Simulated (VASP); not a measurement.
# ReS (R-3m) in VASP: single point with r2SCAN

Aim: the single point of ReS with r2SCAN.

Everything below comes from runs of VASP 6.6.1. Logs are shortened: lines on timing, memory, paths and dates and some standing lists are left out, and cuts for length are marked.

**1. The cell of the first run**

It takes space group R-3m (No. 166, trigonal). The conventional cell has a = 3.829 Å, b = 3.829 Å, c = 6.554 Å, α = 90.00°, β = 90.00°, γ = 120.00°. Within 3.3 Å of Re (site symmetry -3m) lie 8 S at 2.47 to 3.28 Å and 6 Re at 3.11 Å. S (site symmetry -3m) has 8 Re at 2.47 to 3.28 Å and 6 S at 3.11 Å within 3.3 Å.

**2. Single point, r2SCAN, collinear spin**

The input, POSCAR:

```
ReS
1.0
    0.0000000000      2.7077380167      2.7077380167
    2.7077380167      0.0000000000      2.7077380167
    4.3277475822      4.3277475822      1.0877284512
Re S
2 2
Direct
    1.0000000000      0.0000000000      0.0000000000
    1.0000000000      0.0000000000      0.5000000000
    0.5000000000      0.5000000000      0.2500000000
    0.5000000000      0.5000000000      0.7500000000
```

The input, INCAR.step1:

```
SYSTEM = ReS
PREC     = Accurate       ! precision mode
ENCUT    = 520            ! plane-wave cutoff, eV
ISMEAR   = 0              ! smearing method
SIGMA    = 0.1            ! smearing width, eV
LREAL    = .False.        ! projectors in reciprocal space
LASPH    = .True.         ! aspherical terms in the spheres
NELM     = 150            ! most SCF steps
ISPIN    = 2              ! spin polarisation
MAGMOM   = 2 -2 0 0       ! initial moments
LMAXMIX  = 4              ! l up to which the mixer works
NBANDS   = 25             ! bands
GGA      = PE             ! functional
ALGO     = Normal         ! electronic algorithm
EDIFF    = 1E-4           ! SCF threshold, eV
LWAVE    = .True.         ! write WAVECAR
LCHARG   = .False.        ! write CHGCAR
```

The input, INCAR.step2:

```
SYSTEM = ReS
PREC     = Accurate       ! precision mode
ENCUT    = 520            ! plane-wave cutoff, eV
EDIFF    = 1E-6           ! SCF threshold, eV
ISMEAR   = 0              ! smearing method
SIGMA    = 0.1            ! smearing width, eV
LREAL    = .False.        ! projectors in reciprocal space
LASPH    = .True.         ! aspherical terms in the spheres
NELM     = 150            ! most SCF steps
ALGO     = Normal         ! electronic algorithm
ISIF     = 2              ! what is computed and relaxed
LWAVE    = .False.        ! write WAVECAR
LCHARG   = .True.         ! write CHGCAR
ISPIN    = 2              ! spin polarisation
MAGMOM   = 2 -2 0 0       ! initial moments
LORBIT   = 11             ! projections on sites
LMAXMIX  = 4              ! l up to which the mixer works
METAGGA  = R2SCAN         ! meta-GGA
LMIXTAU  = .True.       
LELF     = .True.         ! ELF
LVHAR    = .True.       
NBANDS   = 25             ! bands
ISTART   = 1
```

The input, KPOINTS:

```
Automatic mesh
0
Gamma
  14 14 7
  0 0 0
```

Potentials or basis: VASP PAW PBE potentials, release 64 (Re, S).

Run with:

```bash
$ cat potpaw_PBE.64/Re/POTCAR potpaw_PBE.64/S/POTCAR > POTCAR
$ cp INCAR.step1 INCAR
$ mpirun -np 1 vasp_std > vasp.out
$ cp INCAR.step2 INCAR
$ mpirun -np 1 vasp_std > vasp.out
```

OUTCAR:

```text
SYSTEM = ReS
   PREC = Accurate
   ENCUT = 520
   EDIFF = 1E-6
   ISMEAR = 0
   LREAL = .False.
   LASPH = .True.
   NELM = 150
   ISIF = 2
   ISPIN = 2
   LORBIT = 11
   METAGGA = R2SCAN
   ISTART = 1

 ion  position               nearest neighbor table
   1  0.000  0.000  0.000-   4 2.47   3 2.47   4 2.47   3 2.47   4 2.47   3 2.47   2 3.11   2 3.11
                             2 3.11   2 3.11   2 3.11   2 3.11
   2  0.000  0.000  0.500-   3 2.47   3 2.47   4 2.47   3 2.47   4 2.47   4 2.47   1 3.11   1 3.11
                             1 3.11   1 3.11   1 3.11   1 3.11
   3  0.500  0.500  0.250-   1 2.47   1 2.47   2 2.47   1 2.47   2 2.47   2 2.47
   4  0.500  0.500  0.750-   2 2.47   1 2.47   2 2.47   1 2.47   2 2.47   1 2.47

  LATTYP: Found a trigonal (rhomboedric) cell.
 ALAT       =     4.8967602678
 COS(alpha) =     0.6942294885

  Lattice vectors:

 A1 = (   4.3277475822,   1.6200095655,  -1.6200095655)
 A2 = (   1.6200095655,   1.6200095655,  -4.3277475822)
 A3 = (   1.6200095655,   4.3277475822,  -1.6200095655)

Analysis of symmetry for initial positions (statically):
=====================================================================
 Subroutine PRICEL returns following result:

  LATTYP: Found a trigonal (rhomboedric) cell.
 ALAT       =     3.1081325363
 COS(alpha) =     0.2410481468

  Lattice vectors:

 A1 = (   2.1638737911,  -0.5438642256,  -2.1638737911)
 A2 = (  -0.5438642256,   2.1638737911,  -2.1638737911)
 A3 = (   2.1638737911,   2.1638737911,   0.5438642256)

   2 primitive cells build up your supercell.

 Routine SETGRP: Setting up the symmetry group for a
 trigonal (rhombohedral) supercell.

 Subroutine GETGRP returns: Found 12 space group operations
 (whereof 12 operations were pure point group operations)
 out of a pool of 12 trial point group operations.

The static configuration has the point symmetry D_3d.

Analysis of symmetry for dynamics (positions and initial velocities):
=====================================================================
 Subroutine PRICEL returns following result:

  LATTYP: Found a trigonal (rhomboedric) cell.
 ALAT       =     3.1081325363
 COS(alpha) =     0.2410481468

  Lattice vectors:

 A1 = (   2.1638737911,  -0.5438642256,  -2.1638737911)
 A2 = (  -0.5438642256,   2.1638737911,  -2.1638737911)
 A3 = (   2.1638737911,   2.1638737911,   0.5438642256)

   2 primitive cells build up your supercell.

 Routine SETGRP: Setting up the symmetry group for a
 trigonal (rhombohedral) supercell.

 Subroutine GETGRP returns: Found 12 space group operations
 (whereof 12 operations were pure point group operations)
 out of a pool of 12 trial point group operations.

The dynamic configuration has the point symmetry D_3d.

Analysis of structural, dynamic, and magnetic symmetry:
=====================================================================
 Subroutine PRICEL returns following result:

  LATTYP: Found a trigonal (rhomboedric) cell.
 ALAT       =     3.1081325363
 COS(alpha) =     0.2410481468

  Lattice vectors:

 A1 = (   2.1638737911,  -0.5438642256,  -2.1638737911)
 A2 = (  -0.5438642256,   2.1638737911,  -2.1638737911)
 A3 = (   2.1638737911,   2.1638737911,   0.5438642256)

   2 primitive cells build up your supercell.

 Routine SETGRP: Setting up the symmetry group for a
 trigonal (rhombohedral) supercell.

 Subroutine GETGRP returns: Found 12 space group operations
 (whereof 12 operations were pure point group operations)
 out of a pool of 12 trial point group operations.

The overall configuration has the point symmetry D_3d.

 Subroutine INISYM returns: Found 12 space group operations
 (whereof 12 operations are pure point group operations),
 and found     2 'primitive' translations

----------------------------------------------------------------------------------------

                                     Primitive cell

  volume of cell :      27.7428

  direct lattice vectors                    reciprocal lattice vectors
     2.163873791 -0.543864226 -2.163873791     0.211196902 -0.158115045 -0.211196902
    -0.543864226  2.163873791 -2.163873791    -0.158115045  0.211196902 -0.211196902
     2.163873791  2.163873791  0.543864226     0.211196902  0.211196902  0.158115045

  length of vectors
     3.108132536  3.108132536  3.108132536     0.337947674  0.337947674  0.337947674

  position of ions in fractional coordinates (direct lattice)
     0.000000000  0.000000000  0.000000000
     0.500000000  0.500000000  0.500000000

  ion indices of the primitive-cell ions
   primitive index   ion index
                 1           1
                 2           3

----------------------------------------------------------------------------------------

 KPOINTS: Automatic mesh

Automatic generation of k-mesh.
 Grid dimensions read from file:
 generate k-points for:   14   14    7

 Generating k-lattice:

  Cartesian coordinates                     Fractional coordinates (reciprocal lattice)
    -0.015085493  0.011293932  0.015085493     0.071428571  0.000000000  0.000000000
     0.011293932 -0.015085493  0.015085493     0.000000000  0.071428571  0.000000000
     0.018877054  0.018877054 -0.018877054     0.000000000  0.000000000  0.142857143

  Length of vectors
     0.024139120  0.024139120  0.032696017

  Shift w.r.t. Gamma in fractional coordinates (k-lattice)
     0.000000000  0.000000000  0.000000000

 Subroutine IBZKPT returns following result:
 ===========================================

 Found    144 irreducible k-points:

 Following reciprocal coordinates:
            Coordinates               Weight
  0.000000  0.000000  0.000000      1.000000
  0.071429  0.000000  0.000000      6.000000
  0.142857  0.000000  0.000000      6.000000
  0.214286  0.000000  0.000000      6.000000
  0.285714  0.000000  0.000000      6.000000
  0.357143  0.000000  0.000000      6.000000
[... 16 lines left out ...]
  0.214286  0.142857  0.000000     12.000000
  0.285714  0.142857  0.000000     12.000000
 [... further k-points ...]
   k-points           NKPTS =    144   k-points in BZ     NKDIM =    144   number of bands    NBANDS=     25
   number of dos      NEDOS =    301   number of ions     NIONS =      4
   total plane-waves  NPLWV =  37632
   dimension x,y,z NGX =    28 NGY =   28 NGZ =   48
   dimension x,y,z NGXF=    56 NGYF=   56 NGZF=   96
   ions per type =               2   2
   NGX,Y,Z   is equivalent  to a cutoff of  12.16, 12.16, 12.84 a.u.
   NGXF,Y,Z  is equivalent  to a cutoff of  24.31, 24.31, 25.67 a.u.
 SYSTEM =  ReS
   PREC   = accura    normal or accurate (medium, high low for compatibility)
   ISTART =      1    job   : 0-new  1-cont  2-samecut
   ICHARG =      0    charge: 1-file 2-atom 10-const
   ISPIN  =      2    spin polarized calculation?
   LNONCOLLINEAR =      F non collinear calculations
   LSORBIT =      F    spin-orbit coupling
   LASPH  =      T    aspherical Exc in radial PAW
   ENCUT  =  520.0 eV  38.22 Ry    6.18 a.u.   7.12  7.12 11.56*2*pi/ulx,y,z
   NELM   =    150;   NELMIN=  2; NELMDL=  0     # of ELM steps
   EDIFF  = 0.1E-05   stopping-criterion for ELM
   LREAL  =      F    real-space projection
   EDIFFG = 0.1E-04   stopping-criterion for IOM
   NSW    =      0    number of steps for IOM
   IBRION =     -1    ionic relax: 0-MD 1-quasi-New 2-CG
   NFREE  =      0    steps in history (QN), initial steepest desc. (CG)
   ISIF   =      2    stress and relaxation
   ISYM   =      2    0-nonsym 1-usesym 2-fastsym
   POTIM  = 0.5000    time-step for ionic-motion
   TEBEG  =    0.0;   TEEND  =   0.0 temperature during run
   PSTRESS=    0.0 pullay stress
   NELECT =      26.0000    total number of electrons
   NUPDOWN=      -1.0000    fix difference up-down
   EMIN   =  10.00;   EMAX   =-10.00  energy-range for DOS
   EFERMI =   0.00;   METHOD = LEGACY
   ISMEAR =     0;   SIGMA  =   0.10  broadening in eV -4-tet -1-fermi 0-gaus
   EFERMI_NEDOS =   21; number of points for ismear=-14 and -15
   IALGO  =     38    algorithm
   IMIX   =      4    mixing-type and parameters
     AMIX     =   0.40;   BMIX     =  1.00
     AMIX_MAG =   1.60;   BMIX_MAG =  1.00
  volume/ion in A,a.u.               =      13.87        93.61
  Fermi-wavevector in a.u.,A,eV,Ry     =   1.271566  2.402911 21.998993  1.616880
  Thomas-Fermi vector in A             =   2.404492
   LORBIT       =     11    0 simple, 1 ext, 2 COOP (PROOUT), +10 PAW based schemes
   METAGGA = R2SCAN    functional components
   LHFCALC =     F    Hartree Fock is set to
   AEXX    =    0.0000 exact exchange contribution
   IVDW    =     0    specifies the selected vdW correction
   LEPSILON=     F    determine dielectric tensor
   LRPA    =     F    only Hartree local field effects (RPA)
 spin polarized calculation
 Gauss-broadening in eV      SIGMA  =   0.10
  energy-cutoff  :      520.00
  volume of cell :       55.49
 maximum number of plane-waves:      1510
   NGX = 15   NGY = 15   NGZ = 23

 number of electron      25.9999999 magnetization       0.0000000

 number of electron      25.9999999 magnetization      -0.0000000

 Free energy of the ion-electron system (eV)
  ---------------------------------------------------
  ext. energy  EPLUGINS =         0.00000000
  ---------------------------------------------------
  free energy    TOTEN  =      -118.37745451 eV

  energy without entropy =     -118.36429585  energy(sigma->0) =     -118.37087518

 E-fermi :   9.7495     XC(G=0): -13.7823

 val. band max:        9.7358870132   @ k =  -0.1429  -0.1429   0.1429
 cond. band min:       9.7518670519   @ k =  -0.1429   0.4286   0.2857
 fundamental gap:      0.0159800388
 Fermi energy:         9.7494953154

 spin component 1

 k-point     1 :       0.0000    0.0000    0.0000
  band No.  band energies     occupation
      1      -8.3370      1.00000
      2      -4.2740      1.00000
      3       0.3359      1.00000
      4       1.1165      1.00000
      5       1.1165      1.00000
      6       5.3925      1.00000
[... 661 lines left out ...]
     24      19.8609      0.00000
     25      21.8165      0.00000

 [... further k-points ...]

 spin component 2

 k-point     1 :       0.0000    0.0000    0.0000
  band No.  band energies     occupation
      1      -8.3370      1.00000
      2      -4.2740      1.00000
      3       0.3359      1.00000
      4       1.1165      1.00000
      5       1.1165      1.00000
      6       5.3925      1.00000
[... 661 lines left out ...]
     24      19.8609      0.00000
     25      21.8869      0.00000

 [... further k-points ...]

------------------------ aborting loop because EDIFF is reached ----------------------------------------

  FORCE on cell =-STRESS in cart. coord.  units (eV):
  Direction    XX          YY          ZZ          XY          YZ          ZX
  --------------------------------------------------------------------------------------
  -------------------------------------------------------------------------------------
  Total        0.4890846      0.4890846      0.4890846     -0.1079212      0.1079212      0.1079212
  in kB       14.1225652     14.1225652     14.1225652     -3.1162789      3.1162789      3.1162789
  external PRESSURE =      14.1225652 kB  Pullay stress =       0.0000000 kB

 VOLUME and BASIS-vectors are now :
 -----------------------------------------------------------------------------
  energy-cutoff  :      520.00
  volume of cell :       55.49
      direct lattice vectors                 reciprocal lattice vectors
     0.000000000  2.707738017  2.707738017    -0.211196902  0.158115045  0.211196902
     2.707738017  0.000000000  2.707738017     0.158115045 -0.211196902  0.211196902
     4.327747582  4.327747582  1.087728451     0.132139380  0.132139380 -0.132139380

 POSITION                                       TOTAL-FORCE (eV/Angst)
 -----------------------------------------------------------------------------------
      0.00000      0.00000      0.00000        -0.000000     -0.000000     -0.000000
      2.16387      2.16387      0.54386        -0.000000     -0.000000     -0.000000
      2.43581      2.43581      2.97967         0.000000      0.000000      0.000000
      4.59968      4.59968      3.52353        -0.000000     -0.000000     -0.000000
 -----------------------------------------------------------------------------------
    total drift:                                0.000000      0.000000      0.000000

  FREE ENERGIE OF THE ION-ELECTRON SYSTEM (eV)
  ---------------------------------------------------
  free  energy   TOTEN  =      -118.3774545066 eV

  energy  without entropy=     -118.3642958496  energy(sigma->0) =     -118.37087518

 total charge

# of ion       s       p       d       tot
------------------------------------------
    1        0.476   0.469   4.993   5.938
    2        0.476   0.469   4.993   5.938
    3        1.308   2.371   0.000   3.678
    4        1.308   2.371   0.000   3.678
--------------------------------------------------
tot          3.568   5.679   9.986  19.232

 magnetization (x)

# of ion       s       p       d       tot
------------------------------------------
    1        0.000   0.000  -0.000  -0.000
    2       -0.000  -0.000   0.000   0.000
    3        0.000   0.000   0.000   0.000
    4        0.000   0.000   0.000   0.000
--------------------------------------------------
tot          0.000   0.000   0.000   0.000
```

Wall time 35 min (1 thread of Oxide Virtual Turin-like, shared host); peak memory 0.41 GiB.

What came out:

```
Free energy                                           : -118.3775 eV
Pressure                                              : 1.4 GPa
Band gap on the k mesh                                : zero (filled and empty bands overlap)
Net moment                                            : 0.00 μB per cell
Valence electrons inside the program's atomic spheres : Re 5.94; S 3.68
```

Levels at points of the mesh, in eV from the Fermi level:
Spin up:
```csv
k point,band 10,band 11,band 12,band 13,band 14,band 15,band 16,band 17
"(0.00, 0.00, 0.00)",-1.85,-1.42,-1.42,-0.77,1.38,1.58,1.58,2.02
"(0.50, 0.00, 0.00)",-2.32,-1.71,-1.56,-1.14,1.55,1.75,2.20,4.00
```
Spin down:
| k point | band 11 | band 12 | band 13 | band 14 | band 15 | band 16 |
| --- | --- | --- | --- | --- | --- | --- |
| (0.00, 0.00, 0.00) | -1.42 | -1.42 | -0.77 | 1.38 | 1.58 | 1.58 |
| (0.50, 0.00, 0.00) | -1.71 | -1.56 | -1.14 | 1.55 | 1.75 | 2.20 |

Caveat: the PAW data sets were made with another functional, which shifts forces and pressure a little; spin-orbit coupling is left out, which moves the levels of the heavy elements.
